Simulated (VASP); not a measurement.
# SrTlBr3 (Pm-3m) in VASP: notebook

SrTlBr3 is run at these levels: PBE; tasks: single point, relaxation of cell and atoms.

All numbers are computed with VASP 6.6.1; they aren't measurements. Logs are shortened: lines on timing, memory, paths and dates and some standing lists are left out, and cuts for length are marked.

## 1. The cell of the first run

Symmetry: Pm-3m, No. 221, cubic system. Conventional cell: a = 5.946 Å, b = 5.946 Å, c = 5.946 Å, α = 90.00°, β = 90.00°, γ = 90.00°. Within 5.5 Å of Sr (site symmetry m-3m) lie 12 Br at 4.20 Å and 8 Tl at 5.15 Å. Within 3.9 Å of Tl (site symmetry m-3m) lie 6 Br at 2.97 Å. Br (site symmetry 4/mmm) has 2 Tl at 2.97 Å within 3.9 Å.

The cell was generated, and may not be a known phase.

## 2. Single point, PBE

INCAR

```
PREC = Accurate
ENCUT = 520
EDIFF = 1E-7
ISMEAR = 0
SIGMA = 0.1
LREAL = F
LASPH = T
NELM = 60
ALGO = Fast
ISIF = 2
LWAVE = F
LCHARG = F
GGA = PE
NBANDS = 30
```

KPOINTS

```
Automatic mesh
0
Gamma
  6 6 6
```

POSCAR

```
SrTlBr3
1.0
    5.9464234646      0.0000000000      0.0000000000
    0.0000000000      5.9464234646      0.0000000000
    0.0000000000      0.0000000000      5.9464234646
Sr Tl Br
1 1 3
Direct
    0.0000000000      0.0000000000      0.0000000000
    0.5000000000      0.5000000000      0.5000000000
    0.0000000000      0.5000000000      0.5000000000
    0.5000000000      0.0000000000      0.5000000000
    0.5000000000      0.5000000000      0.0000000000
```

Potentials or basis: VASP PAW PBE potentials, release 64 (Sr_sv, Tl_d, Br).

Started as:

```bash
cat potpaw_PBE.64/Sr_sv/POTCAR potpaw_PBE.64/Tl_d/POTCAR potpaw_PBE.64/Br/POTCAR > POTCAR
mpirun -np 1 vasp_std > vasp.out
```

OUTCAR:

```text
PREC = Accurate
   ENCUT = 520
   EDIFF = 1E-7
   ISMEAR = 0
   LREAL = F
   LASPH = T
   NELM = 60
   ISIF = 2
   GGA = PE

 ion  position               nearest neighbor table
   1  0.000  0.000  0.000-
   2  0.500  0.500  0.500-   3 2.97   4 2.97   5 2.97   5 2.97   4 2.97   3 2.97
   3  0.000  0.500  0.500-   2 2.97   2 2.97
   4  0.500  0.000  0.500-   2 2.97   2 2.97
   5  0.500  0.500  0.000-   2 2.97   2 2.97

  LATTYP: Found a simple cubic cell.
 ALAT       =     5.9464234646

  Lattice vectors:

 A1 = (   5.9464234646,   0.0000000000,   0.0000000000)
 A2 = (   0.0000000000,   5.9464234646,   0.0000000000)
 A3 = (   0.0000000000,   0.0000000000,   5.9464234646)

Analysis of symmetry for initial positions (statically):
=====================================================================
 Subroutine PRICEL returns:
 Original cell was already a primitive cell.

 Routine SETGRP: Setting up the symmetry group for a
 simple cubic supercell.

 Subroutine GETGRP returns: Found 48 space group operations
 (whereof 48 operations were pure point group operations)
 out of a pool of 48 trial point group operations.

The static configuration has the point symmetry O_h .

Analysis of symmetry for dynamics (positions and initial velocities):
=====================================================================
 Subroutine PRICEL returns:
 Original cell was already a primitive cell.

 Routine SETGRP: Setting up the symmetry group for a
 simple cubic supercell.

 Subroutine GETGRP returns: Found 48 space group operations
 (whereof 48 operations were pure point group operations)
 out of a pool of 48 trial point group operations.

The dynamic configuration has the point symmetry O_h .

 Subroutine INISYM returns: Found 48 space group operations
 (whereof 48 operations are pure point group operations),
 and found     1 'primitive' translations

----------------------------------------------------------------------------------------

                                     Primitive cell

  volume of cell :     210.2652

  direct lattice vectors                    reciprocal lattice vectors
     5.946423465  0.000000000  0.000000000     0.168168313  0.000000000  0.000000000
     0.000000000  5.946423465  0.000000000     0.000000000  0.168168313  0.000000000
     0.000000000  0.000000000  5.946423465     0.000000000  0.000000000  0.168168313

  length of vectors
     5.946423465  5.946423465  5.946423465     0.168168313  0.168168313  0.168168313

  position of ions in fractional coordinates (direct lattice)
     0.000000000  0.000000000  0.000000000
     0.500000000  0.500000000  0.500000000
     0.000000000  0.500000000  0.500000000
     0.500000000  0.000000000  0.500000000
     0.500000000  0.500000000  0.000000000

  ion indices of the primitive-cell ions
   primitive index   ion index
                 1           1
                 2           2
                 3           3
                 4           4
                 5           5

----------------------------------------------------------------------------------------

 KPOINTS: Automatic mesh

Automatic generation of k-mesh.
 Grid dimensions read from file:
 generate k-points for:    6    6    6

 Generating k-lattice:

  Cartesian coordinates                     Fractional coordinates (reciprocal lattice)
     0.028028052  0.000000000  0.000000000     0.166666667  0.000000000  0.000000000
     0.000000000  0.028028052  0.000000000     0.000000000  0.166666667  0.000000000
     0.000000000  0.000000000  0.028028052     0.000000000  0.000000000  0.166666667

  Length of vectors
     0.028028052  0.028028052  0.028028052

  Shift w.r.t. Gamma in fractional coordinates (k-lattice)
     0.000000000  0.000000000  0.000000000

 Subroutine IBZKPT returns following result:
 ===========================================

 Found     20 irreducible k-points:

 Following reciprocal coordinates:
            Coordinates               Weight
  0.000000  0.000000  0.000000      1.000000
  0.166667  0.000000  0.000000      6.000000
  0.333333  0.000000  0.000000      6.000000
  0.500000  0.000000  0.000000      3.000000
  0.166667  0.166667  0.000000     12.000000
  0.333333  0.166667  0.000000     24.000000
[... 12 lines left out ...]
  0.500000  0.500000  0.333333      6.000000
  0.500000  0.500000  0.500000      1.000000
   k-points           NKPTS =     20   k-points in BZ     NKDIM =     20   number of bands    NBANDS=     30
   number of dos      NEDOS =    301   number of ions     NIONS =      5
   total plane-waves  NPLWV = 110592
   dimension x,y,z NGX =    48 NGY =   48 NGZ =   48
   dimension x,y,z NGXF=    96 NGYF=   96 NGZF=   96
   ions per type =               1   1   3
   NGX,Y,Z   is equivalent  to a cutoff of  13.42, 13.42, 13.42 a.u.
   NGXF,Y,Z  is equivalent  to a cutoff of  26.84, 26.84, 26.84 a.u.
 SYSTEM =  unknown system
   PREC   = accura    normal or accurate (medium, high low for compatibility)
   ISTART =      0    job   : 0-new  1-cont  2-samecut
   ICHARG =      2    charge: 1-file 2-atom 10-const
   ISPIN  =      1    spin polarized calculation?
   LNONCOLLINEAR =      F non collinear calculations
   LSORBIT =      F    spin-orbit coupling
   LASPH  =      T    aspherical Exc in radial PAW
   ENCUT  =  520.0 eV  38.22 Ry    6.18 a.u.  11.06 11.06 11.06*2*pi/ulx,y,z
   NELM   =     60;   NELMIN=  2; NELMDL= -5     # of ELM steps
   EDIFF  = 0.1E-06   stopping-criterion for ELM
   LREAL  =      F    real-space projection
   EDIFFG = 0.1E-05   stopping-criterion for IOM
   NSW    =      0    number of steps for IOM
   IBRION =     -1    ionic relax: 0-MD 1-quasi-New 2-CG
   NFREE  =      0    steps in history (QN), initial steepest desc. (CG)
   ISIF   =      2    stress and relaxation
   ISYM   =      2    0-nonsym 1-usesym 2-fastsym
   POTIM  = 0.5000    time-step for ionic-motion
   TEBEG  =    0.0;   TEEND  =   0.0 temperature during run
   PSTRESS=    0.0 pullay stress
   NELECT =      44.0000    total number of electrons
   NUPDOWN=      -1.0000    fix difference up-down
   EMIN   =  10.00;   EMAX   =-10.00  energy-range for DOS
   EFERMI =   0.00;   METHOD = LEGACY
   ISMEAR =     0;   SIGMA  =   0.10  broadening in eV -4-tet -1-fermi 0-gaus
   EFERMI_NEDOS =   21; number of points for ismear=-14 and -15
   IALGO  =     68    algorithm
   IMIX   =      4    mixing-type and parameters
     AMIX     =   0.40;   BMIX     =  1.00
     AMIX_MAG =   1.60;   BMIX_MAG =  1.00
  volume/ion in A,a.u.               =      42.05       283.79
  Fermi-wavevector in a.u.,A,eV,Ry     =   0.971934  1.836688 12.852808  0.944655
  Thomas-Fermi vector in A             =   2.102191
   LORBIT       =      0    0 simple, 1 ext, 2 COOP (PROOUT), +10 PAW based schemes
   GGA     = PE    functional components
   LHFCALC =     F    Hartree Fock is set to
   AEXX    =    0.0000 exact exchange contribution
   IVDW    =     0    specifies the selected vdW correction
   LEPSILON=     F    determine dielectric tensor
   LRPA    =     F    only Hartree local field effects (RPA)
 non-spin polarized calculation
 RMM-DIIS sequential band-by-band and
 Gauss-broadening in eV      SIGMA  =   0.10
  energy-cutoff  :      520.00
  volume of cell :      210.27
 maximum number of plane-waves:      5695
 NGX is ok and might be reduce to    48
   NGX = 23   NGY = 23   NGZ = 23

 number of electron      43.9999995 magnetization

 Free energy of the ion-electron system (eV)
  ---------------------------------------------------
  ext. energy  EPLUGINS =         0.00000000
  ---------------------------------------------------
  free energy    TOTEN  =       -13.69766839 eV

  energy without entropy =      -13.68977131  energy(sigma->0) =      -13.69371985

 E-fermi :   2.1217     XC(G=0):  -7.3673

 val. band max:        2.0928389468   @ k =   0.5000   0.3333   0.3333
 cond. band min:       2.1438160207   @ k =   0.5000   0.5000   0.1667
 fundamental gap:      0.0509770739
 Fermi energy:         2.1217296386

 k-point     1 :       0.0000    0.0000    0.0000
  band No.  band energies     occupation
      1     -37.1188      2.00000
      2     -18.9647      2.00000
      3     -18.9647      2.00000
      4     -18.9647      2.00000
      5     -13.2850      2.00000
      6     -13.0072      2.00000
[... 22 lines left out ...]
     29       7.3528      0.00000
     30       7.3528      0.00000

 k-point     2 :       0.1667    0.0000    0.0000
  band No.  band energies     occupation
      1     -37.1188      2.00000
      2     -18.9650      2.00000
      3     -18.9646      2.00000
      4     -18.9646      2.00000
      5     -13.2638      2.00000
      6     -13.0108      2.00000
[... 22 lines left out ...]
     29       6.4081      0.00000
     30       7.0500      0.00000

 k-point     3 :       0.3333    0.0000    0.0000
  band No.  band energies     occupation
      1     -37.1188      2.00000
      2     -18.9658      2.00000
      3     -18.9646      2.00000
      4     -18.9646      2.00000
      5     -13.2173      2.00000
      6     -13.0214      2.00000
[... 22 lines left out ...]
     29       5.1230      0.00000
     30       6.6193      0.00000

 k-point     4 :       0.5000    0.0000    0.0000
  band No.  band energies     occupation
      1     -37.1188      2.00000
      2     -18.9661      2.00000
      3     -18.9646      2.00000
      4     -18.9646      2.00000
      5     -13.1907      2.00000
      6     -13.0296      2.00000
[... 484 lines left out ...]
     29       5.0448      0.00000
     30       5.6948      0.00000

 k-point    19 :       0.5000    0.5000    0.3333
  band No.  band energies     occupation
      1     -37.1188      2.00000
      2     -18.9657      2.00000
      3     -18.9657      2.00000
      4     -18.9653      2.00000
      5     -13.0436      2.00000
      6     -13.0247      2.00000
[... 22 lines left out ...]
     29       5.0144      0.00000
     30       5.6411      0.00000

 k-point    20 :       0.5000    0.5000    0.5000
  band No.  band energies     occupation
      1     -37.1188      2.00000
      2     -18.9656      2.00000
      3     -18.9656      2.00000
      4     -18.9656      2.00000
      5     -13.0244      2.00000
      6     -13.0244      2.00000
[... 22 lines left out ...]
     29       4.9803      0.00000
     30       4.9803      0.00000

------------------------ aborting loop because EDIFF is reached ----------------------------------------

  FORCE on cell =-STRESS in cart. coord.  units (eV):
  Direction    XX          YY          ZZ          XY          YZ          ZX
  --------------------------------------------------------------------------------------
  -------------------------------------------------------------------------------------
  Total        0.0052326      0.0052326      0.0052326     -0.0000000     -0.0000000      0.0000000
  in kB        0.0398717      0.0398717      0.0398717     -0.0000000     -0.0000000      0.0000000
  external PRESSURE =       0.0398717 kB  Pullay stress =       0.0000000 kB

 VOLUME and BASIS-vectors are now :
 -----------------------------------------------------------------------------
  energy-cutoff  :      520.00
  volume of cell :      210.27
      direct lattice vectors                 reciprocal lattice vectors
     5.946423465  0.000000000  0.000000000     0.168168313  0.000000000  0.000000000
     0.000000000  5.946423465  0.000000000     0.000000000  0.168168313  0.000000000
     0.000000000  0.000000000  5.946423465     0.000000000  0.000000000  0.168168313

 POSITION                                       TOTAL-FORCE (eV/Angst)
 -----------------------------------------------------------------------------------
      0.00000      0.00000      0.00000         0.000000      0.000000      0.000000
      2.97321      2.97321      2.97321         0.000000      0.000000      0.000000
      0.00000      2.97321      2.97321         0.000000      0.000000      0.000000
      2.97321      0.00000      2.97321         0.000000      0.000000      0.000000
      2.97321      2.97321      0.00000         0.000000      0.000000      0.000000
 -----------------------------------------------------------------------------------
    total drift:                                0.000000     -0.000000     -0.000000

  FREE ENERGIE OF THE ION-ELECTRON SYSTEM (eV)
  ---------------------------------------------------
  free  energy   TOTEN  =       -13.6976683860 eV

  energy  without entropy=      -13.6897713051  energy(sigma->0) =      -13.69371985
```

Run time: 5.9 min. Hardware: 1 thread of Oxide Virtual Turin-like, shared host; peak memory 0.37 GiB.

What came out:

* Free energy: -13.6977 eV
* Pressure: 0.0 GPa
* Band gap on the k mesh: zero (bands 22 and 23 overlap by 0.91 eV)

Caveat: spin-orbit coupling is left out, which moves the levels of the heavy elements.

## 3. Relaxation of cell and atoms, PBE

This run uses another cell than the first one, of 41.24 Å³/atom.

INCAR

```
  PREC = Accurate
  ENCUT = 600
  EDIFF = 1E-6
  ISMEAR = 0
  SIGMA = 0.1
  LREAL = F
  LASPH = T
  NELM = 100
  ALGO = Fast
  ISIF = 3
  LWAVE = F
  LCHARG = F
  GGA = PE
  IBRION = 2
  NSW = 100
  EDIFFG = -0.01
```

KPOINTS

```
regular mesh
0
Gamma
  6 6 6
```

Edit POSCAR of step 2 so:

```diff
@@ -2,5 +2,5 @@
 1.0
-    5.9464234646      0.0000000000      0.0000000000
-    0.0000000000      5.9464234646      0.0000000000
-    0.0000000000      0.0000000000      5.9464234646
+    5.9077208487      0.0000000000      0.0000000000
+    0.0000000000      5.9077208487      0.0000000000
+    0.0000000000      0.0000000000      5.9077208487
 Sr Tl Br
```

Potentials or basis: VASP PAW PBE potentials, release 64 (Sr_sv, Tl_d, Br).

Started as:

```bash
cat potpaw_PBE.64/Sr_sv/POTCAR potpaw_PBE.64/Tl_d/POTCAR potpaw_PBE.64/Br/POTCAR > POTCAR
mpirun -np 1 vasp_std > vasp.out
```

It took 9.1 min on 1 thread of Oxide Virtual Turin-like, shared host; peak memory 0.4 GiB.

Results (log left out):

- Free energy: -13.6973 eV
- Relaxed volume: 42.07 Å³/atom
- Relaxed cell: a = 5.947 Å, b = 5.947 Å, c = 5.947 Å, α = 90.00°, β = 90.00°, γ = 90.00°
- Space group after relaxing (to 0.1 Å): Pm-3m (No. 221)
- Energy gained by relaxing: 0.9 meV/atom
- Ionic steps: 3
- Pressure after relaxing: 0.0 GPa
- Band gap on the k mesh: zero (bands 22 and 23 overlap by 0.91 eV)

The path:
```tsv
step	energy change (eV)	largest force (eV/Å)	pressure (GPa)	volume (Å³)
1	0.0000	0.0000	0.35	206.19
2	-0.0039	0.0000	0.12	208.85
3	-0.0045	0.0000	0.00	210.36
```

Final structure:
```
Sr Tl Br
1.0
     5.94734    0.00000    0.00000
     0.00000    5.94734    0.00000
     0.00000    0.00000    5.94734
Sr Tl Br
1 1 3
Direct
  0.00000 0.00000 0.00000
  0.50000 0.50000 0.50000
  0.00000 0.50000 0.50000
  0.50000 0.00000 0.50000
  0.50000 0.50000 0.00000
```

Levels at points of the mesh, in eV from the Fermi level:
| k point | band 19 | band 20 | band 21 | band 22 | band 23 | band 24 | band 25 | band 26 |
| --- | --- | --- | --- | --- | --- | --- | --- | --- |
| (0.00, 0.00, 0.00) | -3.09 | -2.92 | -2.92 | -2.92 | -0.53 | 0.92 | 0.92 | 1.39 |
| (0.50, 0.00, 0.00) | -3.27 | -3.02 | -3.02 | -1.05 | 0.78 | 1.45 | 1.46 | 1.80 |
| (0.50, 0.50, 0.00) | -3.31 | -2.66 | -2.48 | -0.08 | 1.14 | 1.42 | 1.61 | 1.86 |
| (0.50, 0.50, 0.50) | -2.63 | -2.47 | -2.47 | 0.33 | 0.81 | 1.10 | 1.10 | 1.10 |

Caveat: spin-orbit coupling is left out, which moves the levels of the heavy elements.

The gap in the log of VASP goes by the Fermi energy; the results here count the filled bands.